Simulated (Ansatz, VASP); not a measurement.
**One calculation of Ge, two programs**

```xyz
2
Lattice="0.0000 2.8148 2.8148 2.8148 0.0000 2.8148 2.8148 2.8148 0.0000" Properties=species:S:1:pos:R:3 pbc="T T T"
Ge    2.8148    2.8148    2.8148
Ge    4.2222    4.2222    4.2222
```

Alike in both runs: task single point; functional LDA; k mesh 10 × 10 × 10; occupations gaussian, width 0.2 eV; no spin polarisation.

```csv
,VASP,Ansatz
version,VASP 6.6.1,Ansatz 0.2.0
potentials or method,"VASP PAW LDA potentials, release 64 (Ge_d), cutoff 520 eV","plane waves (420 eV) with PAW, scalar-relativistic"
valence electrons in the cell,28,28
```

```csv
,VASP,Ansatz,Ansatz less VASP
pressure (GPa),-0.1,-0.3,-0.20
```

Ansatz warns that its potentials were made for another functional, while VASP's fit it. LDA's correlation is that of Perdew and Zunger in VASP and of Perdew and Wang (1992) in Ansatz.
